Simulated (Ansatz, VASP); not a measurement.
**Al: VASP beside Ansatz**

Contents of INCAR:

```
SYSTEM = Al
  PREC = Accurate
  ENCUT = 520
  EDIFF = 1E-6
  ISMEAR = 0
  SIGMA = 0.15
  LREAL = .FALSE.
  LASPH = .TRUE.
  NELM = 80
  ALGO = Fast
  ISIF = 2
  LWAVE = .FALSE.
  LCHARG = .TRUE.
  GGA = PE
  IVDW = 12
  LELF = .TRUE.
  LVHAR = .TRUE.
  NBANDS = 22
```

The input KPOINTS:

```
Automatic mesh
0
G
  16 16 2
  0 0 0
```

File POSCAR:

```
Al
1.0
   -2.8144222649      0.0000000000      0.0000000000
   -1.4072111325     -2.4373611784      0.0000000000
   -0.8208731606     -1.0155671577     18.4820941423
Al
8
Direct
    0.9947916667      0.9739583333      0.0625000000
    0.9531250000      0.7656250000      0.5625000000
    0.2760416667      0.0468750000      0.6875000000
    0.3177083333      0.2552083333      0.1875000000
   -0.0677083333     -0.3385416667      0.8125000000
   -0.0260416667     -0.1302083333      0.3125000000
    0.5885416667      0.2760416667      0.9375000000
    0.6302083333      0.4843750000      0.4375000000
```

Input for Ansatz:

```yaml
crystal:
  lattice:
    - [-2.8144222649, 0.0, 0.0]
    - [-1.4072111325, -2.4373611784, 0.0]
    - [-0.8208731606, -1.0155671577, 18.4820941423]
  atoms:
    - { symbol: Al, position: [0.9947916667, 0.9739583333, 0.0625] }
    - { symbol: Al, position: [0.953125, 0.765625, 0.5625] }
    - { symbol: Al, position: [0.2760416667, 0.046875, 0.6875] }
    - { symbol: Al, position: [0.3177083333, 0.2552083333, 0.1875] }
    - { symbol: Al, position: [-0.0677083333, -0.3385416667, 0.8125] }
    - { symbol: Al, position: [-0.0260416667, -0.1302083333, 0.3125] }
    - { symbol: Al, position: [0.5885416667, 0.2760416667, 0.9375] }
    - { symbol: Al, position: [0.6302083333, 0.484375, 0.4375] }
basis:
  ecutwfc: 420
kpoints:
  mp_grid: { grid: [16, 16, 2] }
hamiltonian:
  xc: pbe
  pseudopotentials: { kind: paw, azcp: { folder: soft_1 } }
  dispersion: d3bj
scf:
  occupations: { method: gaussian, width: 0.15 }
output:
  forces: true
  stress: true
  eigenvalues: true
```

Alike in both runs: task single point; functional PBE; dispersion D3(BJ); k mesh 16 × 16 × 2; occupations gaussian, width 0.15 eV; no spin polarisation.

```csv
,VASP,Ansatz
version,VASP 6.6.1,Ansatz 0.2.0
potentials or method,"VASP PAW PBE potentials, release 64 (Al), cutoff 520 eV","scalar-relativistic, plane waves, PAW"
valence electrons in the cell,24,24
```

```csv
,VASP,Ansatz,Ansatz less VASP
gap on the k mesh at the Fermi level (eV),none,none,-
pressure (GPa),0.7,0.7,0.00
"traceless stress, the component that is largest in VASP (GPa)",1.50,1.50,-0.005
rms of the force components (eV/Å),0.204,0.204,0.0000
```

Atom by atom the forces differ by 0.000 eV/Å (rms over components). A gap of «none» marks a metal or a gap that the smearing closes.
